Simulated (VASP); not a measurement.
## Lu: single point with PBE

Crystal: Lu.

```
CELL_PARAMETERS angstrom
0.00000 3.70319 3.70319
3.70319 0.00000 3.70319
3.70319 3.70319 0.00000
ATOMIC_POSITIONS crystal
Lu 0.00000 0.00000 0.00000
Lu 0.25000 0.25000 0.25000
```

This isn't the form of Lu at room conditions, which is hcp.

```
Program                : VASP 6.6.1
Task                   : single point
Functional             : PBE
Potentials or basis    : VASP PAW PBE potentials, release 64 (Lu)
Cutoff                 : 520 eV
k mesh                 : 11 × 11 × 11
Occupations            : fermi-dirac, width 0.1 eV
Spin                   : no spin polarisation
Dipole correction      : no
Further INCAR settings : ALGO = Normal; EDIFF = 1e-06; NBANDS = 32
```

| Property | Result |
| --- | --- |
| Pressure | 0.0 GPa |
| Band gap on the k mesh | zero (bands 25 and 26 overlap by 1.05 eV) |

Levels at points of the mesh, in eV from the Fermi level:
```tsv
k point	band 20	band 21	band 22	band 23	band 24	band 25	band 26	band 27	band 28	band 29
(0.00, 0.00, 0.00)	-5.87	-5.87	-5.86	-4.45	0.38	0.38	0.45	0.45	0.45	1.81
```

Run time: 2.3 min on 1 thread of AMD EPYC 9R14 (Zen 4) (shared host), peak memory 0.3 GiB.

Caveat: spin-orbit coupling is left out, which moves the levels of the heavy elements.
